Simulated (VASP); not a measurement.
A run of VASP 6.6.1 is set up as follows.

INCAR

```
  PREC = Accurate
  ENCUT = 520
  EDIFF = 1E-7
  ISMEAR = 0
  SIGMA = 0.05
  LREAL = False
  LASPH = True
  NELM = 60
  ALGO = Normal
  ISIF = 2
  LWAVE = False
  LCHARG = True
  GGA = PS
  LELF = True
  LVHAR = True
  NBANDS = 15
```

KPOINTS

```
Automatic mesh
0
Gamma
  8 8 8
```

File POSCAR:

```
SrO
1.0
    0.0192735000      2.5698000000      2.5698000000
    2.5890735000      0.0000000000      2.5890735000
    2.5698000000      2.5698000000      0.0192735000
Sr O
1 1
Direct
    0.0000000000      0.0000000000      0.0000000000
    0.5000000000      0.5000000000      0.5000000000
```

Potentials or basis: VASP PAW PBE potentials, release 64 (Sr_sv, O).

Run with:

```console
$ cat potpaw_PBE.64/Sr_sv/POTCAR potpaw_PBE.64/O/POTCAR > POTCAR
$ mpirun -np 1 vasp_std > vasp.out
```

Task: Predict the pressure.

Result: -0.3 GPa.

Task: Estimate the band gap on the k mesh.

Result: 3.14 eV, indirect (least direct gap 3.22 eV).

Stress tensor (GPa, compression positive):
```
-0.31  0.00 -0.82
 0.00 -0.32  0.00
-0.82  0.00 -0.31
```

Caveat: the cell differs from its parent crystal (strain +0.0150 x Voigt [0, 0, 0, 0, 1, 0]); the PAW data sets were made with another functional, which shifts forces and pressure a little. A k mesh can miss the band edges.
